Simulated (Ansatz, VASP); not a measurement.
## One calculation of Al, two programs

```
Al
1.0
    -1.59122    1.59122    1.59122
     1.59122   -1.59122    1.59122
     1.59122    1.59122   -1.59122
Al
1
Direct
  0.00000 0.00000 0.00000
```

Alike in both runs: functional revPBE; k mesh 12 × 12 × 12; occupations fermi-dirac, width 0.05 eV; no spin polarisation.

|  | VASP | Ansatz |
| --- | --- | --- |
| version | VASP 6.6.1 | Ansatz 0.2.0 |
| potentials or method | VASP PAW PBE potentials, release 64 (Al) | Ansatz PAW |
| plane-wave cutoff (eV) | 520 | 420 |
| valence electrons in the cell | 3 | 3 |
| task | single point | band structure |

```tsv
	VASP	Ansatz	Ansatz less VASP
gap on the k mesh at the Fermi level (eV)	none	none	-
pressure (GPa)	4.8	5.0	+0.17
```

VASP's potentials were made for PBE, not for revPBE. A gap of «none» marks a metal or a gap that the smearing closes.
